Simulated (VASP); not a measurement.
Crystal: HfO2.

```
Hf O
1.0
    -2.00936    2.00936    5.32384
     2.00936   -2.00936    5.32384
     2.00936    2.00936   -5.32384
Hf O
2 4
Direct
  0.75000 0.25000 0.50000
  0.00000 0.00000 0.00000
  0.54829 0.04829 0.50000
  0.79829 0.79829 0.00000
  0.20171 0.20171 0.00000
  0.95171 0.45171 0.50000
```

- Program: VASP 6.6.1
- Task: relaxation of cell and atoms
- Functional: LDA
- Potentials or basis: VASP PAW LDA potentials, release 64 (Hf_pv, O)
- Cutoff: 600 eV
- k mesh: 8 × 8 × 8
- Occupations: fermi-dirac, width 0.02 eV
- Spin: no spin polarisation

At the start: pressure -12.1 GPa; volume 14.33 Å³/atom.

Question: How do energy, volume and symmetry change on relaxing?

Answer: Over 15 steps the energy falls by 34.8 meV/atom and the volume is 13.45 Å³/atom (-6.1 %); space group I4_1/amd (No. 141, to 0.1 Å) before and after.

The path:
```tsv
step	energy change (eV)	largest force (eV/Å)	pressure (GPa)	volume (Å³)
1	0.0000	0.2361	-12.10	85.98
2	0.4118	0.9308	27.58	73.20
3	-0.2064	0.1084	-0.47	81.01
4	-0.2066	0.1185	-0.17	80.88
5	-0.2065	0.1268	0.12	80.78
6	-0.2075	0.0146	0.26	80.66
7	-0.2077	0.0300	0.21	80.70
8	-0.2080	0.0116	-0.25	80.86
9	-0.2080	0.0128	-0.26	80.85
10	-0.2082	0.0144	-0.22	80.83
11	-0.2085	0.0205	-0.12	80.76
12	-0.2085	0.0001	0.08	80.67
13	-0.2085	0.0055	0.05	80.68
14	-0.2085	0.0049	-0.04	80.71
15	-0.2085	0.0003	0.00	80.70
```

Final structure:
```
Hf O
1.0
    -1.97081    1.97081    5.19433
     1.97081   -1.97081    5.19433
     1.97081    1.97081   -5.19433
Hf O
2 4
Direct
  0.75000 0.25000 0.50000
  0.00000 0.00000 0.00000
  0.54766 0.04766 0.50000
  0.79766 0.79766 0.00000
  0.20234 0.20234 0.00000
  0.95234 0.45234 0.50000
```
